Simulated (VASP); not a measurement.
Input of a VASP 6.6.1 run:

The input INCAR:

```
SYSTEM = SnO2
PREC     = Accurate       ! precision mode
ENCUT    = 520            ! plane-wave cutoff, eV
EDIFF    = 1E-6           ! SCF threshold, eV
ISMEAR   = 0              ! smearing method
SIGMA    = 0.05           ! smearing width, eV
LREAL    = .False.        ! projectors in reciprocal space
LASPH    = .True.         ! aspherical terms in the spheres
NELM     = 60             ! most SCF steps
ALGO     = Normal         ! electronic algorithm
ISIF     = 2              ! what is computed and relaxed
LWAVE    = .False.        ! write WAVECAR
LCHARG   = .False.        ! write CHGCAR
GGA      = PE             ! functional
NBANDS   = 35             ! bands
```

KPOINTS

```
Automatic mesh
0
Gamma
  6 6 8
  0 0 0
```

The input POSCAR:

```
SnO2
1.0
    4.9639256357      0.0000000000      0.0000000000
    0.0000000000      4.9639396849      0.0000000000
    0.0000000000      0.0000000000      3.0627421172
Sn O
2 4
Direct
    0.5000000000      0.5000000000      0.5000000000
    0.0000000000      0.0000000000      0.0000000000
    0.3358655675      0.3359234599      0.0000000000
    0.8358655675      0.1640765401      0.5000000000
    0.1641344325      0.8359234599      0.5000000000
    0.6641344325      0.6640765401      0.0000000000
```

Potentials or basis: VASP PAW PBE potentials, release 64 (Sn_d, O).

The run is started by

```sh
$ cat potpaw_PBE.64/Sn_d/POTCAR potpaw_PBE.64/O/POTCAR > POTCAR
$ mpirun -np 1 vasp_std > vasp.out
```

**Question.** What does it give for the band gap on the k mesh?

**Answer.** 1.99 eV.

**Question.** Predict the largest force.

**Answer.** 5.624 eV/Å.

Forces on the atoms (eV/Å):
```
Sn   0.000  0.000  0.000
Sn   0.000  0.000  0.000
O   -3.977 -3.976  0.000
O   -3.977  3.976  0.000
O    3.977 -3.976  0.000
O    3.977  3.976  0.000
```

Caveat: spin-orbit coupling is left out, which moves the levels of the heavy elements; forces of over 1 eV/Å act on the atoms, so gaps and moduli don't describe the material at rest.
